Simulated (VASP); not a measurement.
Set up this calculation in VASP 6.6.1, as the native input.

| Item | Value |
| --- | --- |
| Task | single point |
| Functional | PBE |
| Potentials or basis | VASP PAW PBE potentials, release 64 (Pb_d) |
| Cutoff | 520 eV |
| k mesh | 12 × 12 × 12 |
| Occupations | fermi-dirac, width 0.05 eV |
| Spin | no spin polarisation |
| Dipole correction | no |
| Further INCAR settings | ALGO = Normal; EDIFF = 1e-06; NBANDS = 13 |

The structure of Pb lies in POSCAR:

```
Pb
1.0
    2.3978480711      0.0000000000      0.0000000000
    0.0000000000      2.3978480711      0.0000000000
    0.0000000000      0.0000000000      2.3978480711
Pb
1
Direct
    0.0000000000      0.0000000000      0.0000000000
```

This cell differs from its parent crystal: volume scaled by 0.4.

The input as run:

INCAR

```
SYSTEM = Pb
ALGO     = Normal         ! electronic algorithm
EDIFF    = 1E-6           ! SCF threshold, eV
ENCUT    = 520            ! plane-wave cutoff, eV
GGA      = PE             ! functional
ISIF     = 2              ! what is computed and relaxed
ISMEAR   = -1             ! smearing method
LASPH    = .True.         ! aspherical terms in the spheres
LCHARG   = .True.         ! write CHGCAR
LELF     = .True.         ! ELF
LREAL    = .False.        ! projectors in reciprocal space
LVHAR    = .True.       
LWAVE    = .False.        ! write WAVECAR
NBANDS   = 13             ! bands
NELM     = 100            ! most SCF steps
PREC     = Accurate       ! precision mode
SIGMA    = 0.05           ! smearing width, eV
```

KPOINTS

```
k-points
0
Gamma
  12 12 12
  0 0 0
```

Potentials or basis: VASP PAW PBE potentials, release 64 (Pb_d).

Launch:

```console
$ cat potpaw_PBE.64/Pb_d/POTCAR > POTCAR
$ mpirun -np 1 vasp_std > vasp.out
```

Results of the run:

The pressure is 318.9 GPa and the band gap on the k mesh is zero (band 7 reaches 28.37 eV, above the bottom of band 8 at 18.18 eV).

Caveat: spin-orbit coupling is left out, which moves the levels of the heavy elements.

Wall time 7 s on 1 thread of Intel(R) Xeon(R) Platinum 8488C (Sapphire Rapids) (shared host), peak memory 0.12 GiB.
